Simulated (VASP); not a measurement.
Here is a VASP 6.6.1 calculation.

Contents of INCAR:

```
SYSTEM = Si
PREC = Accurate ; ENCUT = 520
EDIFF = 1E-7 ; ISMEAR = -1
SIGMA = 0.05 ; LREAL = .FALSE.
LASPH = .TRUE. ; NELM = 60
ALGO = Normal ; ISIF = 2
LWAVE = .FALSE. ; LCHARG = .FALSE.
GGA = CA ; NBANDS = 16
```

The input KPOINTS:

```
Automatic mesh
0
G
  8 8 4
  0 0 0
```

File POSCAR:

```
Si
1.0
    3.7531053624      0.0000000000      0.0000000000
   -1.8765526812      3.2502845869      0.0000000000
    0.0000000000      0.0000000000      6.2033485431
Si
4
Direct
    0.6666666667      0.3333333333      0.9369905000
    0.3333333333      0.6666666667      0.4369905000
    0.6666666667      0.3333333333      0.5630095000
    0.3333333333      0.6666666667      0.0630095000
```

Potentials or basis: VASP PAW LDA potentials, release 64 (Si).

Command:

```console
$ cat potpaw_LDA.64/Si/POTCAR > POTCAR
$ mpirun -np 1 vasp_std > vasp.out
```

**Question.** What does it give for the band gap on the k mesh?

**Answer.** 0.18 eV, indirect (least direct gap 1.09 eV).

**Question.** Estimate the pressure.

**Answer.** 4.2 GPa.

Stress tensor (GPa, compression positive):
```
4.20 0.00 0.00
0.00 4.20 0.00
0.00 0.00 4.31
```

 A k mesh can miss the band edges.
